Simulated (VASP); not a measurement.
Set up this calculation in VASP 6.6.1, as the native input.

```yaml
Task: single point
Functional: r2SCAN
Potentials_or_basis: VASP PAW PBE potentials, release 64 (K_sv, I)
Cutoff: 520 eV
k_mesh: 6 × 6 × 4
Occupations: gaussian, width 0.05 eV
Spin: no spin polarisation
Dipole_correction: no
Further_INCAR_settings: ALGO = Normal; EDIFF = 1e-07; NBANDS = 24
```

Crystal: KI.

```
CELL_PARAMETERS angstrom
2.45357 -4.24739 0.00000
2.45357 4.24739 0.00000
0.00000 0.00000 8.58197
ATOMIC_POSITIONS crystal
K 0.50000 0.50000 0.50000
K 0.50000 0.50000 0.00000
I 0.83329 0.16671 0.25000
I 0.16671 0.83329 0.75000
```

These files were run (other wordings do the same):

POSCAR

```
KI
1.0
    2.4535653282     -4.2473909265      0.0000000000
    2.4535653282      4.2473909265      0.0000000000
    0.0000000000      0.0000000000      8.5819717627
K I
2 2
Direct
    0.5000000000      0.5000000000      0.5000000000
    0.5000000000      0.5000000000      0.0000000000
    0.8332910165      0.1667089835      0.2500000000
    0.1667089835      0.8332910165      0.7500000000
```

INCAR.step1

```
  ALGO = Normal
  EDIFF = 1E-4
  ENCUT = 520
  GGA = PE
  ISMEAR = 0
  LASPH = T
  LCHARG = F
  LREAL = F
  LWAVE = T
  NBANDS = 24
  NELM = 60
  PREC = Accurate
  SIGMA = 0.05
```

INCAR.step2

```
  ALGO = Normal
  EDIFF = 1E-7
  ENCUT = 520
  ISIF = 2
  ISMEAR = 0
  ISTART = 1
  LASPH = T
  LCHARG = F
  LMIXTAU = T
  LREAL = F
  LWAVE = F
  METAGGA = R2SCAN
  NBANDS = 24
  NELM = 60
  PREC = Accurate
  SIGMA = 0.05
```

KPOINTS

```
k-points
0
Gamma
  6 6 4
```

Potentials or basis: VASP PAW PBE potentials, release 64 (K_sv, I).

The run is started by

```sh
$ cat potpaw_PBE.64/K_sv/POTCAR potpaw_PBE.64/I/POTCAR > POTCAR
$ cp INCAR.step1 INCAR
$ mpirun -np 1 vasp_std > vasp.out
$ cp INCAR.step2 INCAR
$ mpirun -np 1 vasp_std > vasp.out
```

Results of the run:

```
Pressure               : 0.0 GPa
Band gap on the k mesh : 4.49 eV
```

Caveat: the PAW data sets were made with another functional, which shifts forces and pressure a little; spin-orbit coupling is left out, which moves the levels of the heavy elements.

Run time: 14 min on 1 thread of Intel Xeon 8259CL (shared host), peak memory 0.4 GiB.
